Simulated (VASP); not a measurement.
The system is Y2HfF.

```
Y Hf F
1.0
     4.28657    0.00000    0.00000
     0.00000    4.28657    0.00000
     0.00000    0.00000    8.33802
Y Hf F
4 2 2
Cartesian
  0.0000 2.1433 5.3803
  2.1433 0.0000 2.9577
  2.1433 2.1433 0.0000
  0.0000 0.0000 0.0000
  2.1433 0.0000 5.8760
  0.0000 2.1433 2.4621
  0.0000 2.1433 7.5131
  2.1433 0.0000 0.8249
```

The cell was generated, and may not be a known phase.

| Item | Value |
| --- | --- |
| Program | VASP 6.6.1 |
| Task | relaxation of cell and atoms |
| Functional | PBE |
| Potentials or basis | VASP PAW PBE potentials, release 64 (Y_sv, Hf_pv, F) |
| Cutoff | 600 eV |
| k mesh | 4 × 4 × 2 |
| Occupations | gaussian, width 0.1 eV |
| Spin | no spin polarisation |

At the start: pressure 19.4 GPa; volume 19.15 Å³/atom.

Q: Where does the relaxation end?

A: Over 31 steps the energy falls by 383.5 meV/atom and the volume is 24.11 Å³/atom (+25.9 %); space group P4/nmm (No. 129, to 0.1 Å) before and after.

Step by step:
| step | energy change (eV) | largest force (eV/Å) | pressure (GPa) | volume (Å³) |
| --- | --- | --- | --- | --- |
| 1 | 0.0000 | 1.4484 | 19.43 | 153.21 |
| 2 | -1.5491 | 0.9829 | -5.24 | 210.67 |
| 3 | -1.9515 | 0.7311 | 0.08 | 189.04 |
| 4 | -1.9511 | 0.7452 | -0.17 | 189.81 |
| 5 | -2.0118 | 0.6718 | -0.31 | 190.54 |
| 6 | -2.1610 | 0.5212 | -0.60 | 192.74 |
| 7 | -2.2637 | 1.2166 | -0.92 | 197.19 |
| 8 | -2.3071 | 1.2000 | -0.83 | 196.77 |
| 9 | -2.4272 | 1.1080 | -0.58 | 195.53 |
| 10 | -2.5744 | 0.7660 | 0.08 | 193.06 |
| 11 | -2.5813 | 0.8052 | 0.37 | 192.22 |
| 12 | -2.6777 | 0.5605 | -0.27 | 193.05 |
| 13 | -2.7526 | 0.4784 | -1.29 | 194.73 |
| 14 | -2.7935 | 0.4690 | 0.38 | 189.08 |
| 15 | -2.7939 | 0.4686 | 0.59 | 188.40 |
| 16 | -2.8272 | 0.4130 | 0.46 | 188.83 |
| 17 | -2.9002 | 0.2783 | 0.16 | 190.15 |
| 18 | -2.9715 | 0.2728 | -0.19 | 192.79 |
| 19 | -2.9836 | 0.2728 | 0.36 | 191.26 |
| 20 | -2.9899 | 0.2923 | 0.12 | 191.80 |
| 21 | -3.0184 | 0.1749 | -0.13 | 192.63 |
| 22 | -3.0284 | 0.1087 | -0.30 | 193.57 |
| 23 | -3.0456 | 0.1840 | 0.17 | 192.41 |
| 24 | -3.0466 | 0.2091 | 0.34 | 192.03 |
| 25 | -3.0536 | 0.1684 | -0.24 | 193.72 |
| 26 | -3.0537 | 0.1624 | -0.32 | 193.98 |
| 27 | -3.0606 | 0.1112 | -0.10 | 193.19 |
| 28 | -3.0641 | 0.0880 | 0.21 | 192.12 |
| 29 | -3.0666 | 0.0732 | -0.11 | 193.17 |
| 30 | -3.0666 | 0.0752 | -0.08 | 193.04 |
| 31 | -3.0679 | 0.0254 | 0.04 | 192.88 |

Final structure:
```yaml
crystal:
  lattice:
    - [4.71923, 0.00000, 0.00000]
    - [0.00000, 4.71923, 0.00000]
    - [0.00000, 0.00000, 8.66067]
  atoms:
    - { symbol: Y, position: [0.00000, 0.50000, 0.66368] }
    - { symbol: Y, position: [0.50000, 0.00000, 0.33632] }
    - { symbol: Y, position: [0.50000, 0.50000, 0.00000] }
    - { symbol: Y, position: [0.00000, 0.00000, 0.00000] }
    - { symbol: Hf, position: [0.50000, 0.00000, 0.72004] }
    - { symbol: Hf, position: [0.00000, 0.50000, 0.27996] }
    - { symbol: F, position: [0.00000, 0.50000, 0.01312] }
    - { symbol: F, position: [0.50000, 0.00000, 0.98688] }
```

Caveat: the k points lie up to 0.36 Å⁻¹ apart in the final cell, too coarse for converged energies and pressures of a metal; the volume moved by over 15 % at a fixed basis, so the end points are rough.
